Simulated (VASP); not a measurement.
# EuFe4As12 (Im-3) in VASP: single point with PBE+U

Aim: the single point of EuFe4As12 with PBE+U.

Everything below comes from runs of VASP 6.6.1. Logs are shortened: lines on timing, memory, paths and dates and some standing lists are left out, and cuts for length are marked.

## 1. The cell of the first run

The structure is cubic, space group Im-3 (No. 204). The conventional cell has a = 8.359 Å, b = 8.359 Å, c = 8.359 Å, α = 90.00°, β = 90.00°, γ = 90.00°. Eu (site symmetry m-3) has 12 As at 3.16 Å and 8 Fe at 3.62 Å within 4.2 Å. Within 3.1 Å of Fe (site symmetry -3) lie 6 As at 2.37 Å. As (site symmetry m) has 2 Fe at 2.37 Å and 6 As at 2.60 to 3.16 Å and 1 Eu at 3.16 Å within 3.2 Å.

## 2. Single point, PBE+U, collinear spin (17.18 Å³/atom)

Contents of INCAR:

```
PREC = Accurate
ENCUT = 520
EDIFF = 1E-6
ISMEAR = 0
SIGMA = 0.05
LREAL = Auto
LASPH = True
NELM = 150
ALGO = Normal
ISIF = 2
LWAVE = False
LCHARG = False
ISPIN = 2
MAGMOM = 7.59 -0.53 -0.53 -0.53 -0.53 0 0 0 0 0 0 0 0 0 0 0 0
LORBIT = 11
LMAXMIX = 6
LDAU = True
LDAUTYPE = 2
LDAUL = 3 -1 -1
LDAUU = 6 0 0
LDAUJ = 0 0 0
LDAUPRINT = 1
GGA = PE
NBANDS = 72
```

Contents of KPOINTS:

```
Automatic mesh
0
Gamma
  4 4 4
```

Contents of POSCAR:

```
EuFe4As12
1.0
   -4.1796692632      4.1796692632      4.1796692632
    4.1796692632     -4.1796692632      4.1796692632
    4.1796692632      4.1796692632     -4.1796692632
Eu Fe As
1 4 12
Direct
    0.0000000000      0.0000000000      0.0000000000
    0.5000000000      0.0000000000      0.0000000000
    0.0000000000      0.5000000000      0.0000000000
    0.0000000000      0.0000000000      0.5000000000
    0.5000000000      0.5000000000      0.5000000000
    0.4996657360      0.6554305314      0.8442352047
    0.5003342640      0.3445694686      0.1557647953
    0.8111953267      0.6554305314      0.1557647953
    0.1888046733      0.3445694686      0.8442352047
    0.8442352047      0.1888046733      0.3445694686
    0.1557647953      0.8111953267      0.6554305314
    0.1557647953      0.5003342640      0.3445694686
    0.8442352047      0.4996657361      0.6554305314
    0.6554305314      0.1557647953      0.8111953267
    0.3445694686      0.8442352047      0.1888046733
    0.3445694686      0.1557647953      0.5003342640
    0.6554305314      0.8442352047      0.4996657360
```

Potentials or basis: VASP PAW PBE potentials, release 64 (Eu, Fe, As).

Launch:

```bash
> cat potpaw_PBE.64/Eu/POTCAR potpaw_PBE.64/Fe/POTCAR potpaw_PBE.64/As/POTCAR > POTCAR
> mpirun -np 1 vasp_std > vasp.out
```

OUTCAR:

```text
PREC = Accurate
   ENCUT = 520
   EDIFF = 1E-6
   ISMEAR = 0
   LREAL = Auto
   LASPH = True
   NELM = 150
   ISIF = 2
   ISPIN = 2
   LORBIT = 11
   GGA = PE

 ion  position               nearest neighbor table
   1  0.000  0.000  0.000-  14 3.16  15 3.16  13 3.16  11 3.16   8 3.16   9 3.16  10 3.16  12 3.16
                            16 3.16  17 3.16   7 3.16   6 3.16
   2  0.500  0.000  0.000-   6 2.37   7 2.37  10 2.37  11 2.37  14 2.37  15 2.37
   3  0.000  0.500  0.000-  12 2.37   9 2.37   8 2.37  13 2.37  14 2.37  15 2.37
   4  0.000  0.000  0.500-  16 2.37  17 2.37  10 2.37  11 2.37   8 2.37   9 2.37
   5  0.500  0.500  0.500-  13 2.37   7 2.37  12 2.37   6 2.37  16 2.37  17 2.37
   6  0.500  0.655  0.844-   2 2.37   5 2.37   9 2.60   8 2.60   1 3.16
   7  0.500  0.345  0.156-   2 2.37   5 2.37   8 2.60   9 2.60   1 3.16
   8  0.811  0.655  0.156-   3 2.37   4 2.37   7 2.60   6 2.60   1 3.16
   9  0.189  0.345  0.844-   3 2.37   4 2.37   6 2.60   7 2.60   1 3.16
  10  0.844  0.189  0.345-   2 2.37   4 2.37  13 2.60  12 2.60   1 3.16
  11  0.156  0.811  0.655-   2 2.37   4 2.37  12 2.60  13 2.60   1 3.16
  12  0.156  0.500  0.345-   3 2.37   5 2.37  11 2.60  10 2.60   1 3.16
  13  0.844  0.500  0.655-   3 2.37   5 2.37  10 2.60  11 2.60   1 3.16
  14  0.655  0.156  0.811-   2 2.37   3 2.37  16 2.60  17 2.60   1 3.16
  15  0.345  0.844  0.189-   2 2.37   3 2.37  17 2.60  16 2.60   1 3.16
  16  0.345  0.156  0.500-   4 2.37   5 2.37  14 2.60  15 2.60   1 3.16
  17  0.655  0.844  0.500-   4 2.37   5 2.37  15 2.60  14 2.60   1 3.16

  LATTYP: Found a body centered cubic cell.
 ALAT       =     8.3593385264

  Lattice vectors:

 A1 = (  -4.1796692632,   4.1796692632,   4.1796692632)
 A2 = (   4.1796692632,  -4.1796692632,   4.1796692632)
 A3 = (   4.1796692632,   4.1796692632,  -4.1796692632)

Analysis of symmetry for initial positions (statically):
=====================================================================
 Subroutine PRICEL returns:
 Original cell was already a primitive cell.

 Routine SETGRP: Setting up the symmetry group for a
 body centered cubic supercell.

 Subroutine GETGRP returns: Found 24 space group operations
 (whereof 24 operations were pure point group operations)
 out of a pool of 48 trial point group operations.

The static configuration has the point symmetry T_h .

Analysis of symmetry for dynamics (positions and initial velocities):
=====================================================================
 Subroutine PRICEL returns:
 Original cell was already a primitive cell.

[... 224 lines left out ...]
  free energy    TOTEN  =      -105.54509656 eV

  energy without entropy =     -105.52946337  energy(sigma->0) =     -105.53727996

 E-fermi :   5.7836     XC(G=0): -11.1207

 val. band max:        5.7778920053   @ k =   0.5000   0.5000   0.2500
 cond. band min:       5.7921445405   @ k =   0.0000   0.0000   0.0000
 fundamental gap:      0.0142525353
 Fermi energy:         5.7836230825

 spin component 1

 k-point     1 :       0.0000    0.0000    0.0000
  band No.  band energies     occupation
      1     -34.2460      1.00000
      2     -13.2724      1.00000
      3     -13.2724      1.00000
      4     -13.2724      1.00000
      5      -8.2477      1.00000
      6      -6.0030      1.00000
[... 541 lines left out ...]
     65       7.5019      0.00000
     66       8.7031      0.00000
 Fermi energy:         5.7836230825

 spin component 2

 k-point     1 :       0.0000    0.0000    0.0000
  band No.  band energies     occupation
      1     -31.1188      1.00000
      2     -11.0696      1.00000
      3     -11.0696      1.00000
      4     -11.0696      1.00000
      5      -8.2505      1.00000
      6      -6.0158      1.00000
[... 541 lines left out ...]
     65      10.4509      0.00000
     66      10.4509      0.00000
 [bands above 66 left out]

------------------------ aborting loop because EDIFF is reached ----------------------------------------

  FORCE on cell =-STRESS in cart. coord.  units (eV):
  Direction    XX          YY          ZZ          XY          YZ          ZX
  --------------------------------------------------------------------------------------
  -------------------------------------------------------------------------------------
  Total        0.7636199      0.7636199      0.7636199      0.0000000      0.0000000      0.0000000
  in kB        4.1889199      4.1889199      4.1889199      0.0000000      0.0000000      0.0000000
  external PRESSURE =       4.1889199 kB  Pullay stress =       0.0000000 kB

 VOLUME and BASIS-vectors are now :
 -----------------------------------------------------------------------------
  energy-cutoff  :      520.00
  volume of cell :      292.07
      direct lattice vectors                 reciprocal lattice vectors
    -4.179669263  4.179669263  4.179669263     0.000000000  0.119626690  0.119626690
     4.179669263 -4.179669263  4.179669263     0.119626690  0.000000000  0.119626690
     4.179669263  4.179669263 -4.179669263     0.119626690  0.119626690  0.000000000

 POSITION                                       TOTAL-FORCE (eV/Angst)
 -----------------------------------------------------------------------------------
      0.00000      0.00000      0.00000        -0.000000     -0.000000     -0.000000
     -2.08983      2.08983      2.08983        -0.000000     -0.000000     -0.000000
      2.08983     -2.08983      2.08983        -0.000000     -0.000000     -0.000000
      2.08983      2.08983     -2.08983        -0.000000     -0.000000     -0.000000
      2.08983      2.08983      2.08983        -0.000000     -0.000000     -0.000000
      4.17967      2.87758      1.29930        -0.000000     -0.022452      0.020362
[... 9 lines left out ...]
      1.30209      2.88037     -0.00000         0.022452     -0.020362     -0.000000
      2.87758      1.29930      4.17967        -0.022452      0.020362      0.000000
 -----------------------------------------------------------------------------------
    total drift:                               -0.000000      0.000000     -0.000000

  FREE ENERGIE OF THE ION-ELECTRON SYSTEM (eV)
  ---------------------------------------------------
  free  energy   TOTEN  =      -105.5450965614 eV

  energy  without entropy=     -105.5294633672  energy(sigma->0) =     -105.53727996

 total charge

# of ion       s       p       d       f       tot
--------------------------------------------------
    1        2.028   5.761   0.358   6.765  14.913
    2        0.430   0.590   6.475   0.000   7.495
    3        0.430   0.590   6.475   0.000   7.495
    4        0.430   0.590   6.475   0.000   7.495
    5        0.430   0.590   6.475   0.000   7.495
    6        1.247   1.435   0.068   0.000   2.749
[... 9 lines left out ...]
   16        1.247   1.435   0.068   0.000   2.749
   17        1.247   1.435   0.068   0.000   2.749
--------------------------------------------------
tot         18.706  25.341  27.073   6.765  77.885

 magnetization (x)

# of ion       s       p       d       f       tot
--------------------------------------------------
    1       -0.012  -0.111   0.084   6.738   6.698
    2       -0.005  -0.018  -0.469   0.000  -0.492
    3       -0.005  -0.018  -0.469   0.000  -0.492
    4       -0.005  -0.018  -0.469   0.000  -0.492
    5       -0.005  -0.018  -0.469   0.000  -0.492
    6        0.002  -0.005   0.000   0.000  -0.002
[... 9 lines left out ...]
   16        0.002  -0.005   0.000   0.000  -0.002
   17        0.002  -0.005   0.000   0.000  -0.002
--------------------------------------------------
tot         -0.004  -0.243  -1.789   6.738   4.701
```

stdout:

```text
POSCAR found type information on POSCAR EuFeAs
 POSCAR found :  3 types and      17 ions
 scaLAPACK will be used
 LDA part: xc-table for (Slater+PW92), standard interpolation
 POSCAR, INCAR and KPOINTS ok, starting setup
 FFT: planning ... GRIDC
 FFT: planning ... GRID_SOFT
 FFT: planning ... GRID
 WAVECAR not read
 entering main loop
```

Run time: 39 min. Hardware: 1 thread of Intel Xeon 8259CL, shared host; peak memory 0.66 GiB.

What came out:

* Free energy: -105.5451 eV
* Pressure: 0.4 GPa
* Largest force: 0.030 eV/Å
* Band gap on the k mesh: zero (filled and empty bands overlap)
* Net moment: 5.03 μB per cell
* Site moments: Eu +6.70; Fe -0.49; As -0.00 μB
* Valence electrons inside the program's atomic spheres: Eu 14.91; Fe 7.50; As 2.75

Forces in eV/Å, atoms in the order of the input:
```
Eu   0.000  0.000  0.000
Fe   0.000  0.000  0.000
Fe   0.000  0.000  0.000
Fe   0.000  0.000  0.000
Fe   0.000  0.000  0.000
As   0.000 -0.022  0.020
As   0.000  0.022 -0.020
As   0.000  0.022  0.020
As   0.000 -0.022 -0.020
As  -0.020  0.000 -0.022
As   0.020  0.000  0.022
As  -0.020  0.000  0.022
As   0.020  0.000 -0.022
As   0.022  0.020  0.000
As  -0.022 -0.020  0.000
As   0.022 -0.020  0.000
As  -0.022  0.020  0.000
```

Eigenvalues of the final occupation matrices:
```
    site  spin  trace                         eigenvalues
site 1 f     1   6.76  0.95 0.96 0.96 0.96 0.98 0.98 0.98
site 1 f     2   0.01  0.00 0.00 0.00 0.00 0.00 0.00 0.00
```

Caveat: spin-orbit coupling is left out, which moves the levels of the heavy elements.
